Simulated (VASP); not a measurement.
## CuO: single point with r2SCAN+U

Crystal: CuO.

```
Cu O
1.0
     0.00000    2.32725    2.32725
     2.32725    0.00000    2.32725
     2.32725    2.32725    0.00000
Cu O
1 1
Direct
  0.00000 0.00000 0.00000
  0.25000 0.25000 0.25000
```

- Program: VASP 6.6.1
- Task: single point
- Functional: r2SCAN
- Potentials or basis: VASP PAW PBE potentials, release 64 (Cu, O)
- Cutoff: 660 eV
- k mesh: 7 × 7 × 7
- Occupations: gaussian, width 0.05 eV
- Spin: collinear spin, ferromagnetic start
- Starting moments: [0.66, 0.45] μB
- Hubbard terms: Cu d U = 1.0 eV

The pressure is -13.4 GPa. The band gap on the k mesh is zero (filled and empty bands overlap) and the net moment is 1.00 μB per cell. The site moments are Cu +0.59; O +0.38 μB and the valence electrons inside the program's atomic spheres are Cu 9.80; O 4.93.

Levels at points of the mesh, in eV from the Fermi level:
Spin up:
```tsv
k point	band 5	band 6	band 7	band 8	band 9	band 10	band 11	band 12	band 13	band 14
(0.00, 0.00, 0.00)	-2.61	-2.61	-0.10	-0.10	-0.10	1.08	14.53	14.53	14.53	20.61
```
Spin down:
```tsv
k point	band 3	band 4	band 5	band 6	band 7	band 8	band 9	band 10	band 11	band 12
(0.00, 0.00, 0.00)	-4.22	-4.22	-2.10	-2.10	1.19	1.19	1.19	1.31	14.58	14.58
```

Eigenvalues of the final occupation matrices:
| site | spin | trace | eigenvalues |
| --- | --- | --- | --- |
| site 1 d | 1 | 4.87 | 0.97 0.97 0.98 0.98 0.98 |
| site 1 d | 2 | 4.27 | 0.80 0.80 0.80 0.94 0.94 |

It took 2.7 min on 1 thread of Intel(R) Xeon(R) Platinum 8259CL CPU @ 2.50GHz (Skylake/Cascade Lake) (shared host), peak memory 0.19 GiB.

Caveat: the PAW data sets were made with another functional, which shifts forces and pressure a little; a cell with one magnetic atom can't hold antiferromagnetic order, which such compounds often take. The state reached can hang on the start; a lower one may exist.
